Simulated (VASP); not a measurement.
# WS2 (P6_3/mmc) in VASP: settings compared

Aim: see how the results for WS2 move with the level of theory and the settings. Levels: PBE, LDA, r2SCAN+rVV10. Tasks: single point.

All numbers are computed with VASP 6.6.1; they aren't measurements. Logs are shortened: lines on timing, memory, paths and dates and some standing lists are left out, and cuts for length are marked.

**1. The cell of the first run**

It takes space group P6_3/mmc (No. 194, hexagonal). The conventional cell has a = 3.170 Å, b = 3.170 Å, c = 12.491 Å, α = 90.00°, β = 90.00°, γ = 120.00°. Within 3.2 Å of W (site symmetry -6m2) lie 6 S at 2.41 Å and 6 W at 3.17 Å. S (site symmetry 3m) has 3 W at 2.41 Å and 7 S at 3.13 to 3.17 Å within 3.2 Å.

**2. Single point, PBE**

INCAR

```
SYSTEM = WS2
  PREC = Accurate
  ENCUT = 520
  EDIFF = 1E-6
  ISMEAR = 0
  SIGMA = 0.01
  LREAL = .FALSE.
  LASPH = .TRUE.
  NELM = 100
  ALGO = Normal
  ISIF = 2
  LWAVE = .FALSE.
  LCHARG = .FALSE.
  GGA = PE
  NBANDS = 35
```

KPOINTS

```
Automatic mesh
0
G
  6 6 2
  0 0 0
```

POSCAR

```
WS2
1.0
    3.1699447091      0.0000000000      0.0000000000
   -1.5849723546      2.7452526467      0.0000000000
    0.0000000000      0.0000000000     12.4911158352
W S
2 4
Direct
    0.3333333333      0.6666666667      0.2500000000
    0.6666666667      0.3333333333      0.7500000000
    0.3333333333      0.6666666667      0.6248924628
    0.6666666667      0.3333333333      0.1248924628
    0.3333333333      0.6666666667      0.8751075372
    0.6666666667      0.3333333333      0.3751075372
```

Potentials or basis: VASP PAW PBE potentials, release 64 (W_sv, S).

Command:

```console
> cat potpaw_PBE.64/W_sv/POTCAR potpaw_PBE.64/S/POTCAR > POTCAR
> mpirun -np 1 vasp_std > vasp.out
```

OUTCAR:

```text
SYSTEM = WS2
   PREC = Accurate
   ENCUT = 520
   EDIFF = 1E-6
   ISMEAR = 0
   LREAL = .FALSE.
   LASPH = .TRUE.
   NELM = 100
   ISIF = 2
   GGA = PE

 ion  position               nearest neighbor table
   1  0.333  0.667  0.250-   4 2.41   6 2.41   4 2.41   6 2.41   4 2.41   6 2.41
   2  0.667  0.333  0.750-   3 2.41   5 2.41   3 2.41   5 2.41   3 2.41   5 2.41
   3  0.333  0.667  0.625-   2 2.41   2 2.41   2 2.41
   4  0.667  0.333  0.125-   1 2.41   1 2.41   1 2.41
   5  0.333  0.667  0.875-   2 2.41   2 2.41   2 2.41
   6  0.667  0.333  0.375-   1 2.41   1 2.41   1 2.41

  LATTYP: Found a hexagonal cell.
 ALAT       =     3.1699447091
 C/A-ratio  =     3.9404838196

  Lattice vectors:

 A1 = (   3.1699447091,   0.0000000000,   0.0000000000)
 A2 = (  -1.5849723546,   2.7452526467,   0.0000000000)
 A3 = (   0.0000000000,   0.0000000000,  12.4911158352)

Analysis of symmetry for initial positions (statically):
=====================================================================
 Subroutine PRICEL returns:
 Original cell was already a primitive cell.

 Routine SETGRP: Setting up the symmetry group for a
 hexagonal supercell.

 Subroutine GETGRP returns: Found 24 space group operations
 (whereof 12 operations were pure point group operations)
 out of a pool of 24 trial point group operations.

The static configuration has the point symmetry D_3d.
 The point group associated with its full space group is D_6h.

Analysis of symmetry for dynamics (positions and initial velocities):
=====================================================================
 Subroutine PRICEL returns:
 Original cell was already a primitive cell.

 Routine SETGRP: Setting up the symmetry group for a
 hexagonal supercell.

 Subroutine GETGRP returns: Found 24 space group operations
 (whereof 12 operations were pure point group operations)
 out of a pool of 24 trial point group operations.

The dynamic configuration has the point symmetry D_3d.
 The point group associated with its full space group is D_6h.

 Subroutine INISYM returns: Found 24 space group operations
 (whereof 12 operations are pure point group operations),
 and found     1 'primitive' translations

----------------------------------------------------------------------------------------

                                     Primitive cell

  volume of cell :     108.7014

  direct lattice vectors                    reciprocal lattice vectors
     3.169944709  0.000000000  0.000000000     0.315462916  0.182132599  0.000000000
    -1.584972355  2.745252647  0.000000000     0.000000000  0.364265198  0.000000000
     0.000000000  0.000000000 12.491115835     0.000000000  0.000000000  0.080056899

  length of vectors
     3.169944709  3.169944709 12.491115835     0.364265198  0.364265198  0.080056899

  position of ions in fractional coordinates (direct lattice)
     0.333333333  0.666666667  0.250000000
     0.666666667  0.333333333  0.750000000
     0.333333333  0.666666667  0.624892463
     0.666666667  0.333333333  0.124892463
     0.333333333  0.666666667  0.875107537
     0.666666667  0.333333333  0.375107537

  ion indices of the primitive-cell ions
   primitive index   ion index
                 1           1
                 2           2
                 3           3
                 4           4
                 5           5
                 6           6

----------------------------------------------------------------------------------------

 KPOINTS: Automatic mesh

Automatic generation of k-mesh.
 Grid dimensions read from file:
 generate k-points for:    6    6    2

 Generating k-lattice:

  Cartesian coordinates                     Fractional coordinates (reciprocal lattice)
     0.052577153  0.030355433  0.000000000     0.166666667 -0.000000000  0.000000000
     0.000000000  0.060710866  0.000000000     0.000000000  0.166666667  0.000000000
     0.000000000  0.000000000  0.040028450     0.000000000  0.000000000  0.500000000

  Length of vectors
     0.060710866  0.060710866  0.040028450

  Shift w.r.t. Gamma in fractional coordinates (k-lattice)
     0.000000000  0.000000000  0.000000000

 Subroutine IBZKPT returns following result:
 ===========================================

 Found     14 irreducible k-points:

 Following reciprocal coordinates:
            Coordinates               Weight
  0.000000  0.000000  0.000000      1.000000
  0.166667  0.000000  0.000000      6.000000
  0.333333  0.000000  0.000000      6.000000
  0.500000  0.000000  0.000000      3.000000
  0.166667  0.166667  0.000000      6.000000
  0.333333  0.166667  0.000000     12.000000
  0.333333  0.333333  0.000000      2.000000
  0.000000  0.000000  0.500000      1.000000
  0.166667  0.000000  0.500000      6.000000
  0.333333  0.000000  0.500000      6.000000
  0.500000  0.000000  0.500000      3.000000
  0.166667  0.166667  0.500000      6.000000
  0.333333  0.166667  0.500000     12.000000
  0.333333  0.333333  0.500000      2.000000
   k-points           NKPTS =     14   k-points in BZ     NKDIM =     14   number of bands    NBANDS=     35
   number of dos      NEDOS =    301   number of ions     NIONS =      6
   total plane-waves  NPLWV =  55296
   dimension x,y,z NGX =    24 NGY =   24 NGZ =   96
   dimension x,y,z NGXF=    48 NGYF=   48 NGZF=  192
   ions per type =               2   4
   NGX,Y,Z   is equivalent  to a cutoff of  12.59, 12.59, 12.78 a.u.
   NGXF,Y,Z  is equivalent  to a cutoff of  25.17, 25.17, 25.55 a.u.
 SYSTEM =  WS2
   PREC   = accura    normal or accurate (medium, high low for compatibility)
   ISTART =      0    job   : 0-new  1-cont  2-samecut
   ICHARG =      2    charge: 1-file 2-atom 10-const
   ISPIN  =      1    spin polarized calculation?
   LNONCOLLINEAR =      F non collinear calculations
   LSORBIT =      F    spin-orbit coupling
   LASPH  =      T    aspherical Exc in radial PAW
   ENCUT  =  520.0 eV  38.22 Ry    6.18 a.u.   5.89  5.89 23.23*2*pi/ulx,y,z
   NELM   =    100;   NELMIN=  2; NELMDL= -5     # of ELM steps
   EDIFF  = 0.1E-05   stopping-criterion for ELM
   LREAL  =      F    real-space projection
   EDIFFG = 0.1E-04   stopping-criterion for IOM
   NSW    =      0    number of steps for IOM
   IBRION =     -1    ionic relax: 0-MD 1-quasi-New 2-CG
   NFREE  =      0    steps in history (QN), initial steepest desc. (CG)
   ISIF   =      2    stress and relaxation
   ISYM   =      2    0-nonsym 1-usesym 2-fastsym
   POTIM  = 0.5000    time-step for ionic-motion
   TEBEG  =    0.0;   TEEND  =   0.0 temperature during run
   PSTRESS=    0.0 pullay stress
   NELECT =      52.0000    total number of electrons
   NUPDOWN=      -1.0000    fix difference up-down
   EMIN   =  10.00;   EMAX   =-10.00  energy-range for DOS
   EFERMI =   0.00;   METHOD = LEGACY
   ISMEAR =     0;   SIGMA  =   0.01  broadening in eV -4-tet -1-fermi 0-gaus
   EFERMI_NEDOS =   21; number of points for ismear=-14 and -15
   IALGO  =     38    algorithm
   IMIX   =      4    mixing-type and parameters
     AMIX     =   0.40;   BMIX     =  1.00
     AMIX_MAG =   1.60;   BMIX_MAG =  1.00
  volume/ion in A,a.u.               =      18.12       122.26
  Fermi-wavevector in a.u.,A,eV,Ry     =   1.280356  2.419523 22.304200  1.639312
  Thomas-Fermi vector in A             =   2.412789
   LORBIT       =      0    0 simple, 1 ext, 2 COOP (PROOUT), +10 PAW based schemes
   GGA     = PE    functional components
   LHFCALC =     F    Hartree Fock is set to
   AEXX    =    0.0000 exact exchange contribution
   IVDW    =     0    specifies the selected vdW correction
   LEPSILON=     F    determine dielectric tensor
   LRPA    =     F    only Hartree local field effects (RPA)
 non-spin polarized calculation
 Gauss-broadening in eV      SIGMA  =   0.01
  energy-cutoff  :      520.00
  volume of cell :      108.70
 maximum number of plane-waves:      2947
 NGX is ok and might be reduce to    24
   NGX = 11   NGY = 11   NGZ = 47

 number of electron      52.0000003 magnetization

 Free energy of the ion-electron system (eV)
  ---------------------------------------------------
  ext. energy  EPLUGINS =         0.00000000
  ---------------------------------------------------
  free energy    TOTEN  =       -47.26626148 eV

  energy without entropy =      -47.26626148  energy(sigma->0) =      -47.26626148

 E-fermi :   7.2926     XC(G=0): -10.8091

 val. band max:        7.1922907621   @ k =   0.0000   0.0000   0.0000
 cond. band min:       8.2555170510   @ k =   0.1667   0.1667   0.0000
 fundamental gap:      1.0632262889
 Fermi energy:         7.2925632772

 k-point     1 :       0.0000    0.0000    0.0000
  band No.  band energies     occupation
      1     -67.4152      2.00000
      2     -67.4152      2.00000
      3     -31.6666      2.00000
      4     -31.6666      2.00000
      5     -31.5031      2.00000
      6     -31.5031      2.00000
[... 27 lines left out ...]
     34       9.7341      0.00000
     35      11.8905      0.00000

 k-point     2 :       0.1667    0.0000    0.0000
  band No.  band energies     occupation
      1     -67.4108      2.00000
      2     -67.4107      2.00000
      3     -31.6505      2.00000
      4     -31.6505      2.00000
      5     -31.5916      2.00000
      6     -31.5916      2.00000
[... 27 lines left out ...]
     34      10.2614      0.00000
     35      13.5085      0.00000

 k-point     3 :       0.3333    0.0000    0.0000
  band No.  band energies     occupation
      1     -67.4019      2.00000
      2     -67.4019      2.00000
      3     -31.7648      2.00000
      4     -31.7648      2.00000
      5     -31.6183      2.00000
      6     -31.6182      2.00000
[... 27 lines left out ...]
     34      11.2502      0.00000
     35      13.0268      0.00000
[... 343 lines left out ...]
 k-point    13 :       0.3333    0.1667    0.5000
  band No.  band energies     occupation
      1     -67.3975      2.00000
      2     -67.3975      2.00000
      3     -31.8063      2.00000
      4     -31.8063      2.00000
      5     -31.6299      2.00000
      6     -31.6299      2.00000
[... 27 lines left out ...]
     34      11.4766      0.00000
     35      13.0452      0.00000

 k-point    14 :       0.3333    0.3333    0.5000
  band No.  band energies     occupation
      1     -67.3952      2.00000
      2     -67.3952      2.00000
      3     -31.7626      2.00000
      4     -31.7626      2.00000
      5     -31.7278      2.00000
      6     -31.7278      2.00000
[... 27 lines left out ...]
     34      12.0427      0.00000
     35      13.6384      0.00000

------------------------ aborting loop because EDIFF is reached ----------------------------------------

  FORCE on cell =-STRESS in cart. coord.  units (eV):
  Direction    XX          YY          ZZ          XY          YZ          ZX
  --------------------------------------------------------------------------------------
  -------------------------------------------------------------------------------------
  Total        1.8949128      1.8949128      2.8387828     -0.0000000      0.0000000      0.0000000
  in kB       27.9295902     27.9295902     41.8415247     -0.0000000      0.0000000      0.0000000
  external PRESSURE =      32.5669017 kB  Pullay stress =       0.0000000 kB

 VOLUME and BASIS-vectors are now :
 -----------------------------------------------------------------------------
  energy-cutoff  :      520.00
  volume of cell :      108.70
      direct lattice vectors                 reciprocal lattice vectors
     3.169944709  0.000000000  0.000000000     0.315462916  0.182132599  0.000000000
    -1.584972355  2.745252647  0.000000000     0.000000000  0.364265198  0.000000000
     0.000000000  0.000000000 12.491115835     0.000000000  0.000000000  0.080056899

 POSITION                                       TOTAL-FORCE (eV/Angst)
 -----------------------------------------------------------------------------------
     -0.00000      1.83017      3.12278         0.000000      0.000000      0.000000
      1.58497      0.91508      9.36834        -0.000000     -0.000000      0.000000
     -0.00000      1.83017      7.80560        -0.000000     -0.000000     -0.202613
      1.58497      0.91508      1.56005         0.000000      0.000000     -0.202613
     -0.00000      1.83017     10.93107        -0.000000     -0.000000      0.202613
      1.58497      0.91508      4.68551        -0.000000      0.000000      0.202613
 -----------------------------------------------------------------------------------
    total drift:                               -0.000000      0.000000     -0.000000

  FREE ENERGIE OF THE ION-ELECTRON SYSTEM (eV)
  ---------------------------------------------------
  free  energy   TOTEN  =       -47.2662614787 eV

  energy  without entropy=      -47.2662614787  energy(sigma->0) =      -47.26626148
```

Wall time 33 s (1 thread of Intel Xeon Platinum 8559C (Emerald Rapids), shared host); peak memory 0.23 GiB.

What came out:

| Item | Value |
| --- | --- |
| Free energy | -47.2663 eV |
| Pressure | 3.3 GPa |
| Largest force | 0.203 eV/Å |
| Band gap on the k mesh | 1.06 eV (least direct gap 1.77 eV) |

Forces on the atoms (eV/Å):
```
W    0.000  0.000  0.000
W    0.000  0.000  0.000
S    0.000  0.000 -0.203
S    0.000  0.000 -0.203
S    0.000  0.000  0.203
S    0.000  0.000  0.203
```

Stress tensor (GPa, compression positive):
```
2.79 0.00 0.00
0.00 2.79 0.00
0.00 0.00 4.18
```

Levels at points of the mesh, in eV from the valence-band top:
```csv
k point,band 22,band 23,band 24,band 25,band 26,band 27,band 28,band 29,band 30,band 31
"(0.00, 0.00, 0.00)",-2.23,-2.23,-1.58,-1.10,0.00,2.29,2.29,2.30,2.30,2.39
"(0.50, 0.00, 0.00)",-2.71,-1.98,-1.82,-1.66,-1.50,2.27,2.31,2.61,2.85,3.17
"(0.00, 0.00, 0.50)",-2.25,-2.25,-2.25,-0.31,-0.31,2.29,2.29,2.29,2.29,2.47
"(0.50, 0.00, 0.50)",-2.82,-1.90,-1.90,-1.57,-1.57,2.29,2.29,2.75,2.75,3.45
```

Caveat: the cell stands under pressure; spin-orbit coupling is left out, which moves the levels of the heavy elements; this functional lacks dispersion, which binds layers or chains, so the pressure and a relaxed spacing across them are unreliable. As with any semilocal functional, this PBE gap is likely too small.

(Continued in part 2 of 3.)
